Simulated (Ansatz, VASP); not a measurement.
## One calculation of LiCl, two programs

INCAR

```
SYSTEM = LiCl
PREC     = Accurate       ! precision mode
ENCUT    = 520            ! plane-wave cutoff, eV
EDIFF    = 1E-6           ! SCF threshold, eV
ISMEAR   = 0              ! smearing method
SIGMA    = 0.05           ! smearing width, eV
LREAL    = .FALSE.        ! projectors in reciprocal space
LASPH    = .TRUE.         ! aspherical terms in the spheres
NELM     = 60             ! most SCF steps
ALGO     = Normal         ! electronic algorithm
ISIF     = 2              ! what is computed and relaxed
LWAVE    = .FALSE.        ! write WAVECAR
LCHARG   = .FALSE.        ! write CHGCAR
GGA      = PE             ! functional
NBANDS   = 12             ! bands
```

Contents of KPOINTS:

```
Automatic mesh
0
G
  8 8 8
  0 0 0
```

Contents of POSCAR:

```
LiCl
1.0
    0.0000000000      2.5006410000      2.5647600000
    2.5006410000      0.0000000000      2.5647600000
    2.5006410000      2.5006410000      0.0000000000
Li Cl
1 1
Direct
    0.0000000000      0.0000000000      0.0000000000
    0.5000000000      0.5000000000      0.5000000000
```

Input for Ansatz:

```yaml
crystal:
  lattice:
    - [0.0, 2.500641, 2.56476]
    - [2.500641, 0.0, 2.56476]
    - [2.500641, 2.500641, 0.0]
  atoms:
    - { symbol: Li, position: [0.0, 0.0, 0.0] }
    - { symbol: Cl, position: [0.5, 0.5, 0.5] }
basis:
  ecutwfc: 420
kpoints:
  mp_grid: { grid: [8, 8, 8] }
hamiltonian:
  xc: pbe
scf:
  occupations: { method: gaussian, width: 0.05 }
output:
  forces: true
  stress: true
  eigenvalues: true
```

Change from the starting cell: strain -0.025 along x and y, +0.000 along z, atoms carried along.

Alike in both runs: task single point; functional PBE; k mesh 8 × 8 × 8; occupations gaussian, width 0.05 eV; no spin polarisation.

|  | VASP | Ansatz |
| --- | --- | --- |
| version | VASP 6.6.1 | Ansatz 0.2.0 |
| potentials or method | VASP PAW PBE potentials, release 64 (Li_sv, Cl), cutoff 520 eV | scalar-relativistic, plane waves, PAW |
| valence electrons in the cell | 10 | 10 |

Ansatz gave:

* gap on the k mesh at the Fermi level (eV): 6.59
* least direct gap on the mesh (eV): 6.59

**Question.** Which values does VASP return?

**Answer.** gap on the k mesh at the Fermi level (eV): 6.60; least direct gap on the mesh (eV): 6.60.

Noted on VASP's run: the cutoff is under 1.25 times that of the potentials, so the pressure is a little rough.
